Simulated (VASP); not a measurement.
Ir:

```
CELL_PARAMETERS angstrom
0.00000 2.67314 2.67314
2.67314 0.00000 2.67314
2.67314 2.67314 0.00000
ATOMIC_POSITIONS crystal
Ir 0.12500 0.12500 0.12500
Ir 0.87500 0.87500 0.87500
```

| Quantity | Value |
| --- | --- |
| Program | VASP 6.6.1 |
| Task | relaxation of cell and atoms |
| Functional | LDA |
| Potentials or basis | VASP PAW LDA potentials, release 64 (Ir) |
| Cutoff | 600 eV |
| k mesh | 10 × 10 × 10 |
| Occupations | fermi-dirac, width 0.1 eV |
| Spin | no spin polarisation |

At the start: pressure 18.5 GPa; volume 19.10 Å³/atom.

Question: How do energy, volume and symmetry change on relaxing?

Answer: Over 16 steps the energy falls by 78.8 meV/atom and the volume is 20.56 Å³/atom (+7.6 %); space group Fd-3m (No. 227, to 0.05 Å).

The path:
```csv
step,energy change (eV),largest force (eV/Å),pressure (GPa),volume (Å³)
1,0.0000,0.0000,18.49,38.20
2,0.9883,0.0000,-27.49,51.73
3,-0.1562,0.0000,-1.48,41.43
4,-0.1576,0.0000,-0.16,41.16
5,-0.1576,0.0000,0.15,41.10
6,-0.1576,0.0000,0.15,41.10
7,-0.1576,0.0000,0.13,41.10
8,-0.1576,0.0000,0.13,41.10
9,-0.1576,0.0000,0.13,41.10
10,-0.1576,0.0000,0.13,41.11
11,-0.1576,0.0000,0.13,41.11
12,-0.1576,0.0000,0.13,41.11
13,-0.1576,0.0000,0.13,41.11
14,-0.1576,0.0000,0.12,41.11
15,-0.1576,0.0000,0.10,41.11
16,-0.1576,0.0000,0.08,41.11
```

Final structure:
```
Ir
1.0
     0.00000    2.73940    2.73940
     2.73940    0.00000    2.73940
     2.73940    2.73940    0.00000
Ir
2
Direct
  0.12500 0.12500 0.12500
  0.87500 0.87500 0.87500
```
